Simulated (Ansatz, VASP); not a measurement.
**Two plane-wave programs on CaO**

```
CELL_PARAMETERS angstrom
0.00000 2.38350 2.38350
2.38350 0.00000 2.38350
2.38350 2.38350 0.00000
ATOMIC_POSITIONS crystal
Ca 0.00000 0.00000 0.00000
O 0.50000 0.50000 0.50000
```

Alike in both runs: functional PBEsol; k mesh 8 × 8 × 8; occupations gaussian, width 0.02 eV; no spin polarisation.

Ansatz relaxed the structure, and its values are those at the end. VASP's run is a single point on that final structure, the one shown.

```csv
,VASP,Ansatz
version,VASP 6.6.1,Ansatz 0.2.0
potentials or method,"VASP PAW PBE potentials, release 64 (Ca_sv, O), cutoff 600 eV","scalar-relativistic, plane waves, PAW"
valence electrons in the cell,16,16
```

```csv
,VASP,Ansatz,Ansatz less VASP
gap on the k mesh at the Fermi level (eV),3.52,3.54,+0.022
least direct gap on the mesh (eV),3.89,3.92,+0.021
pressure (GPa),0.5,0.0,-0.53
```

VASP's potentials were made for PBE, not for PBEsol.
